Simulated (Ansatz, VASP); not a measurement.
## Pb: VASP beside Ansatz

```
Pb
1.0
     0.00000    3.47600    3.47600
     3.47600    0.00000    3.47600
     3.47600    3.47600    0.00000
Pb
2
Direct
  0.00000 0.00000 0.00000
  0.25000 0.25000 0.25000
```

Alike in both runs: functional r2SCAN; k mesh 14 × 14 × 14; occupations gaussian, width 0.1 eV; no spin polarisation.

Ansatz relaxed the structure, and its values are those at the end. VASP's run is a single point on that final structure, the one shown.

```csv
,VASP,Ansatz
version,VASP 6.6.1,Ansatz 0.2.0
potentials or method,"VASP PAW PBE potentials, release 64 (Pb_d), cutoff 520 eV","scalar-relativistic, plane waves, PAW"
valence electrons in the cell,28,28
```

|  | VASP | Ansatz | Ansatz less VASP |
| --- | --- | --- | --- |
| gap on the k mesh at the Fermi level (eV) | none | none | - |
| pressure (GPa) | 0.0 | 0.0 | +0.02 |

VASP's potentials were made for PBE, not for r2SCAN. A gap of «none» marks a metal or a gap that the smearing closes.

Neither program's run includes spin-orbit coupling.
